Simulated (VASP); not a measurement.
# Re (P6_3/mmc) in VASP: further runs

The runs below take Re through relaxation of cell and atoms, with PBEsol.

Program: VASP 6.6.1. These are calculated values, not measurements. Logs are shortened: lines on timing, memory, paths and dates and some standing lists are left out, and cuts for length are marked.

### Step 1. The cell of the first run

Symmetry: P6_3/mmc, No. 194, hexagonal system. The conventional cell has a = 2.761 Å, b = 2.761 Å, c = 4.458 Å, α = 90.00°, β = 90.00°, γ = 120.00°. Within 3.6 Å of Re (site symmetry -6m2) lie 12 Re at 2.74 to 2.76 Å.

### Step 2. Relaxation of cell and atoms, PBEsol

File INCAR:

```
  PREC = Accurate
  ENCUT = 600
  EDIFF = 1E-7
  ISMEAR = -1
  SIGMA = 0.3
  LREAL = F
  LASPH = T
  NELM = 80
  ALGO = Normal
  ISIF = 3
  LWAVE = F
  LCHARG = F
  GGA = PS
  IBRION = 2
  NSW = 100
  EDIFFG = -0.01
```

File KPOINTS:

```
regular mesh
0
Gamma
  9 9 5
```

File POSCAR:

```
Re
1.0
    2.7608000000      0.0000000000      0.0000000000
   -1.3804000000      2.3909229300      0.0000000000
    0.0000000000      0.0000000000      4.4582000000
Re
2
Direct
    0.3333333333      0.6666666667      0.2500000000
    0.6666666667      0.3333333333      0.7500000000
```

Potentials or basis: VASP PAW PBE potentials, release 64 (Re).

Started as:

```sh
> cat potpaw_PBE.64/Re/POTCAR > POTCAR
> mpirun -np 1 vasp_std > vasp.out
```

OUTCAR:

```text
PREC = Accurate
   ENCUT = 600
   EDIFF = 1E-7
   ISMEAR = -1
   LREAL = F
   LASPH = T
   NELM = 80
   ISIF = 3
   GGA = PS
   IBRION = 2
   NSW = 100
   EDIFFG = -0.01

 ion  position               nearest neighbor table
   1  0.333  0.667  0.250-   2 2.74   2 2.74   2 2.74   2 2.74   2 2.74   2 2.74
   2  0.667  0.333  0.750-   1 2.74   1 2.74   1 2.74   1 2.74   1 2.74   1 2.74

  LATTYP: Found a hexagonal cell.
 ALAT       =     2.7608000000
 C/A-ratio  =     1.6148217908

  Lattice vectors:

 A1 = (   2.7608000000,   0.0000000000,   0.0000000000)
 A2 = (  -1.3804000000,   2.3909229300,   0.0000000000)
 A3 = (   0.0000000000,   0.0000000000,   4.4582000000)

Analysis of symmetry for initial positions (statically):
=====================================================================
 Subroutine PRICEL returns:
 Original cell was already a primitive cell.

 Routine SETGRP: Setting up the symmetry group for a
 hexagonal supercell.

 Subroutine GETGRP returns: Found 24 space group operations
 (whereof 12 operations were pure point group operations)
 out of a pool of 24 trial point group operations.

The static configuration has the point symmetry D_3d.
 The point group associated with its full space group is D_6h.

Analysis of symmetry for dynamics (positions and initial velocities):
=====================================================================
 Subroutine PRICEL returns:
 Original cell was already a primitive cell.

 Routine SETGRP: Setting up the symmetry group for a
 hexagonal supercell.

 Subroutine GETGRP returns: Found 24 space group operations
 (whereof 12 operations were pure point group operations)
 out of a pool of 24 trial point group operations.

The dynamic configuration has the point symmetry D_3d.
 The point group associated with its full space group is D_6h.

 Subroutine INISYM returns: Found 24 space group operations
 (whereof 12 operations are pure point group operations),
 and found     1 'primitive' translations

----------------------------------------------------------------------------------------

                                     Primitive cell

  volume of cell :      29.4280

  direct lattice vectors                    reciprocal lattice vectors
     2.760800000  0.000000000  0.000000000     0.362213851  0.209124265  0.000000000
    -1.380400000  2.390922930  0.000000000     0.000000000  0.418248530  0.000000000
     0.000000000  0.000000000  4.458200000     0.000000000  0.000000000  0.224305774

  length of vectors
     2.760800000  2.760799996  4.458200000     0.418248529  0.418248530  0.224305774

  position of ions in fractional coordinates (direct lattice)
     0.333333333  0.666666667  0.250000000
     0.666666667  0.333333333  0.750000000

  ion indices of the primitive-cell ions
   primitive index   ion index
                 1           1
                 2           2

----------------------------------------------------------------------------------------

 KPOINTS: regular mesh

Automatic generation of k-mesh.
 Grid dimensions read from file:
 generate k-points for:    9    9    5

 Generating k-lattice:

  Cartesian coordinates                     Fractional coordinates (reciprocal lattice)
     0.040245983  0.023236029  0.000000000     0.111111111  0.000000000  0.000000000
     0.000000000  0.046472059  0.000000000     0.000000000  0.111111111  0.000000000
     0.000000000  0.000000000  0.044861155     0.000000000  0.000000000  0.200000000

  Length of vectors
     0.046472059  0.046472059  0.044861155

  Shift w.r.t. Gamma in fractional coordinates (k-lattice)
     0.000000000  0.000000000  0.000000000

 Subroutine IBZKPT returns following result:
 ===========================================

 Found     36 irreducible k-points:

 Following reciprocal coordinates:
            Coordinates               Weight
  0.000000  0.000000  0.000000      1.000000
  0.111111  0.000000  0.000000      6.000000
  0.222222  0.000000  0.000000      6.000000
  0.333333  0.000000  0.000000      6.000000
  0.444444  0.000000  0.000000      6.000000
  0.111111  0.111111  0.000000      6.000000
[... 16 lines left out ...]
  0.333333  0.222222  0.200000     24.000000
  0.333333  0.333333  0.200000      4.000000
 [... further k-points ...]
   k-points           NKPTS =     36   k-points in BZ     NKDIM =     36   number of bands    NBANDS=     11
   number of dos      NEDOS =    301   number of ions     NIONS =      2
   total plane-waves  NPLWV =  20736
   dimension x,y,z NGX =    24 NGY =   24 NGZ =   36
   dimension x,y,z NGXF=    48 NGYF=   48 NGZF=   72
   ions per type =               2
   NGX,Y,Z   is equivalent  to a cutoff of  14.45, 14.45, 13.42 a.u.
   NGXF,Y,Z  is equivalent  to a cutoff of  28.90, 28.90, 26.85 a.u.
 SYSTEM =  unknown system
   PREC   = accura    normal or accurate (medium, high low for compatibility)
   ISTART =      0    job   : 0-new  1-cont  2-samecut
   ICHARG =      2    charge: 1-file 2-atom 10-const
   ISPIN  =      1    spin polarized calculation?
   LNONCOLLINEAR =      F non collinear calculations
   LSORBIT =      F    spin-orbit coupling
   LASPH  =      T    aspherical Exc in radial PAW
   ENCUT  =  600.0 eV  44.10 Ry    6.64 a.u.   5.51  5.51  8.90*2*pi/ulx,y,z
   NELM   =     80;   NELMIN=  2; NELMDL= -5     # of ELM steps
   EDIFF  = 0.1E-06   stopping-criterion for ELM
   LREAL  =      F    real-space projection
   EDIFFG = -.1E-01   stopping-criterion for IOM
   NSW    =    100    number of steps for IOM
   IBRION =      2    ionic relax: 0-MD 1-quasi-New 2-CG
   NFREE  =      1    steps in history (QN), initial steepest desc. (CG)
   ISIF   =      3    stress and relaxation
   ISYM   =      2    0-nonsym 1-usesym 2-fastsym
   POTIM  = 0.5000    time-step for ionic-motion
   TEBEG  =    0.0;   TEEND  =   0.0 temperature during run
   PSTRESS=    0.0 pullay stress
   NELECT =      14.0000    total number of electrons
   NUPDOWN=      -1.0000    fix difference up-down
   EMIN   =  10.00;   EMAX   =-10.00  energy-range for DOS
   EFERMI =   0.00;   METHOD = LEGACY
   ISMEAR =    -1;   SIGMA  =   0.30  broadening in eV -4-tet -1-fermi 0-gaus
   EFERMI_NEDOS =   21; number of points for ismear=-14 and -15
   IALGO  =     38    algorithm
   IMIX   =      4    mixing-type and parameters
     AMIX     =   0.40;   BMIX     =  1.00
     AMIX_MAG =   1.60;   BMIX_MAG =  1.00
  volume/ion in A,a.u.               =      14.71        99.29
  Fermi-wavevector in a.u.,A,eV,Ry     =   1.278000  2.415070 22.222174  1.633284
  Thomas-Fermi vector in A             =   2.410568
   LORBIT       =      0    0 simple, 1 ext, 2 COOP (PROOUT), +10 PAW based schemes
   GGA     = PS    functional components
   LHFCALC =     F    Hartree Fock is set to
   AEXX    =    0.0000 exact exchange contribution
   IVDW    =     0    specifies the selected vdW correction
   LEPSILON=     F    determine dielectric tensor
   LRPA    =     F    only Hartree local field effects (RPA)
 conjugate gradient relaxation of ions
 non-spin polarized calculation
  energy-cutoff  :      600.00
  volume of cell :       29.43
 maximum number of plane-waves:      1014
 NGX is ok and might be reduce to    24
   NGX = 11   NGY = 11   NGZ = 17

--------------------------------------- Ionic step        1  -------------------------------------------

 number of electron      14.0000000 magnetization

 Free energy of the ion-electron system (eV)
  ---------------------------------------------------
  ext. energy  EPLUGINS =         0.00000000
  ---------------------------------------------------
  free energy    TOTEN  =       -26.98504590 eV

  energy without entropy =      -26.47078679  energy(sigma->0) =      -26.72791634

------------------------ aborting loop because EDIFF is reached ----------------------------------------

  FORCE on cell =-STRESS in cart. coord.  units (eV):
  Direction    XX          YY          ZZ          XY          YZ          ZX
  --------------------------------------------------------------------------------------
  -------------------------------------------------------------------------------------
  Total       -0.2609207     -0.2609207     -0.7721345      0.0000000     -0.0000000      0.0000000
  in kB      -14.2055805    -14.2055805    -42.0381390      0.0000000     -0.0000000      0.0000000
  external PRESSURE =     -23.4831000 kB  Pullay stress =       0.0000000 kB

 VOLUME and BASIS-vectors are now :
 -----------------------------------------------------------------------------
  energy-cutoff  :      600.00
  volume of cell :       29.43
      direct lattice vectors                 reciprocal lattice vectors
     2.760800000  0.000000000  0.000000000     0.362213851  0.209124265  0.000000000
    -1.380400000  2.390922930  0.000000000     0.000000000  0.418248530  0.000000000
     0.000000000  0.000000000  4.458200000     0.000000000  0.000000000  0.224305774
[... 109 lines left out ...]
 POSITION                                       TOTAL-FORCE (eV/Angst)
 -----------------------------------------------------------------------------------
     -0.00000      1.59644      1.10547        -0.000000      0.000000      0.000000
      1.38256      0.79822      3.31642         0.000000     -0.000000      0.000000
 -----------------------------------------------------------------------------------
    total drift:                               -0.000000      0.000000     -0.000000

  FREE ENERGIE OF THE ION-ELECTRON SYSTEM (eV)
  ---------------------------------------------------
  free  energy   TOTEN  =       -26.9872165851 eV

  energy  without entropy=      -26.4749680616  energy(sigma->0) =      -26.73109232

--------------------------------------- Ionic step        5  -------------------------------------------

 number of electron      14.0000000 magnetization

 Free energy of the ion-electron system (eV)
  ---------------------------------------------------
  ext. energy  EPLUGINS =         0.00000000
  ---------------------------------------------------
  free energy    TOTEN  =       -26.98749769 eV

  energy without entropy =      -26.47636824  energy(sigma->0) =      -26.73193297

 E-fermi :   7.8642     XC(G=0): -13.8502

 val. band max:        7.8457692509   @ k =   0.1111   0.0000   0.0000
 cond. band min:       7.9286388119   @ k =   0.0000   0.0000   0.0000
 fundamental gap:      0.0828695610
 Fermi energy:         7.8641852563

 k-point     1 :       0.0000    0.0000    0.0000
  band No.  band energies     occupation
      1      -2.1485      2.00000
      2       1.1158      2.00000
      3       6.1804      1.99272
      4       6.1804      1.99272
      5       6.2814      1.98982
      6       7.0485      1.87628
      7       7.0485      1.87628
      8       7.9286      0.89299
      9       7.9286      0.89299
     10       8.4935      0.21861
     11      11.1983      0.00003

 k-point     2 :       0.1111    0.0000    0.0000
  band No.  band energies     occupation
      1      -1.6500      2.00000
      2       1.5713      2.00000
      3       5.3927      1.99947
      4       6.6423      1.96651
      5       6.6671      1.96369
      6       6.8120      1.94179
      7       6.9945      1.89557
      8       7.4834      1.56122
      9       7.5644      1.46182
     10       7.8458      1.03068
     11      11.4452      0.00001
[... 295 lines left out ...]
 k-point    24 :       0.3333    0.3333    0.2000
  band No.  band energies     occupation
      1       2.8329      2.00000
      2       3.5197      2.00000
      3       3.5197      2.00000
      4       4.3920      1.99998
      5       5.6364      1.99881
      6       5.6364      1.99881
      7       7.6896      1.28299
      8      10.1619      0.00094
      9      11.0842      0.00004
     10      11.0842      0.00004
     11      14.8856      0.00000

 [... further k-points ...]
[... 5 lines left out ...]
  --------------------------------------------------------------------------------------
  -------------------------------------------------------------------------------------
  Total       -0.0043390     -0.0043390     -0.0052946      0.0000000      0.0000000      0.0000000
  in kB       -0.2376474     -0.2376474     -0.2899849      0.0000000      0.0000000      0.0000000
  external PRESSURE =      -0.2550932 kB  Pullay stress =       0.0000000 kB

 VOLUME and BASIS-vectors are now :
 -----------------------------------------------------------------------------
  energy-cutoff  :      600.00
  volume of cell :       29.25
      direct lattice vectors                 reciprocal lattice vectors
     2.761366415 -0.000000000 -0.000000000     0.362139553  0.209081369  0.000000000
    -1.380683208  2.391413460  0.000000000     0.000000000  0.418162738  0.000000000
    -0.000000000 -0.000000000  4.429887463    -0.000000000 -0.000000000  0.225739369

 POSITION                                       TOTAL-FORCE (eV/Angst)
 -----------------------------------------------------------------------------------
     -0.00000      1.59428      1.10747        -0.000000     -0.000000      0.000000
      1.38068      0.79714      3.32242         0.000000      0.000000      0.000000
 -----------------------------------------------------------------------------------
    total drift:                               -0.000000      0.000000     -0.000000

  FREE ENERGIE OF THE ION-ELECTRON SYSTEM (eV)
  ---------------------------------------------------
  free  energy   TOTEN  =       -26.9874976901 eV

  energy  without entropy=      -26.4763682407  energy(sigma->0) =      -26.73193297

 reached required accuracy - stopping structural energy minimisation
```

Run time: 42 s. Hardware: 1 thread of Intel Xeon Platinum 8375C at 2.90GHz (Ice Lake), shared host; peak memory 0.16 GiB.

Results:

```
Free energy                            : -26.9875 eV
Relaxed volume                         : 14.63 Å³/atom
Relaxed cell                           : a = 2.761 Å, b = 2.761 Å, c = 4.430 Å, α = 90.00°, β = 90.00°, γ = 120.00°
Space group after relaxing (to 0.05 Å) : P6_3/mmc (No. 194)
Energy gained by relaxing              : 1.2 meV/atom
Ionic steps                            : 5
Pressure after relaxing                : 0.0 GPa
Band gap on the k mesh                 : zero (band 7 reaches 9.02 eV, above the bottom of band 8 at 6.23 eV)
```

The path:
```tsv
step	energy change (eV)	largest force (eV/Å)	pressure (GPa)	volume (Å³)
1	0.0000	0.0000	-2.35	29.43
2	0.0222	0.0000	10.60	28.52
3	-0.0020	0.0000	0.39	29.22
4	-0.0022	0.0000	-0.36	29.28
5	-0.0025	0.0000	-0.03	29.25
```

Final structure:
```yaml
crystal:
  lattice:
    - [2.76137, 0.00000, 0.00000]
    - [-1.38068, 2.39141, 0.00000]
    - [0.00000, 0.00000, 4.42989]
  atoms:
    - { symbol: Re, position: [0.33333, 0.66667, 0.25000] }
    - { symbol: Re, position: [0.66667, 0.33333, 0.75000] }
```

Caveat: the PAW data sets were made with another functional, which shifts forces and pressure a little; spin-orbit coupling is left out, which moves the levels of the heavy elements.

### Step 3. Relaxation of cell and atoms, PBEsol, target pressure 5 GPa, at which the enthalpy is minimised

File INCAR:

```
SYSTEM = Re
PREC = Accurate ; ENCUT = 600
EDIFF = 1E-6 ; ISMEAR = -1
SIGMA = 0.3 ; LREAL = .False.
LASPH = .True. ; NELM = 60
ALGO = Normal ; ISIF = 3
LWAVE = .False. ; LCHARG = .False.
GGA = PS ; IBRION = 2
NSW = 100 ; EDIFFG = -0.01
PSTRESS = 50.0
```

File KPOINTS:

```
regular mesh
0
Gamma
  9 9 5
  0 0 0
```

POSCAR is that of step 2.

Potentials or basis: VASP PAW PBE potentials, release 64 (Re).

Started as:

```sh
> cat potpaw_PBE.64/Re/POTCAR > POTCAR
> mpirun -np 1 vasp_std > vasp.out
```

Run time: 42 s. Hardware: 1 thread of Intel Xeon Platinum 8375C at 2.90GHz (Ice Lake), shared host; peak memory 0.17 GiB.

The run converged. Its results:

| Property | Result |
| --- | --- |
| Free energy | -26.9820 eV |
| Relaxed volume | 14.45 Å³/atom |
| Relaxed cell | a = 2.750 Å, b = 2.750 Å, c = 4.412 Å, α = 90.00°, β = 90.00°, γ = 120.00° |
| Space group after relaxing (to 0.05 Å) | P6_3/mmc (No. 194) |
| Energy change on relaxing (the enthalpy is what falls) | +1.5 meV/atom |
| Ionic steps | 6 |
| Pressure after relaxing | 5.0 GPa |
| Band gap on the k mesh | zero (band 7 reaches 9.21 eV, above the bottom of band 8 at 6.36 eV) |

The path:
| step | energy change (eV) | largest force (eV/Å) | pressure (GPa) | volume (Å³) |
| --- | --- | --- | --- | --- |
| 1 | 0.0000 | 0.0000 | -2.35 | 29.43 |
| 2 | 0.3368 | 0.0000 | 45.22 | 26.64 |
| 3 | 0.0032 | 0.0000 | 4.84 | 28.90 |
| 4 | 0.0038 | 0.0000 | 5.14 | 28.88 |
| 5 | 0.0030 | 0.0000 | 4.91 | 28.90 |
| 6 | 0.0031 | 0.0000 | 5.00 | 28.89 |

Final structure:
```xyz
2
Lattice="2.7498 0.0000 0.0000 -1.3749 2.3814 0.0000 0.0000 0.0000 4.4121" Properties=species:S:1:pos:R:3 pbc="T T T"
Re    0.0000    1.5876    1.1030
Re    1.3749    0.7938    3.3091
```

Levels at points of the mesh, in eV from the Fermi level:
| k point | band 4 | band 5 | band 6 | band 7 | band 8 | band 9 | band 10 | band 11 |
| --- | --- | --- | --- | --- | --- | --- | --- | --- |
| (0.00, 0.00, 0.00) | -1.72 | -1.62 | -0.83 | -0.83 | 0.07 | 0.07 | 0.66 | 3.39 |

Caveat: the cell is relaxed towards a set pressure, so the enthalpy falls and the energy may rise; the PAW data sets were made with another functional, which shifts forces and pressure a little; spin-orbit coupling is left out, which moves the levels of the heavy elements.

(Part 1 of 2 ends here.)
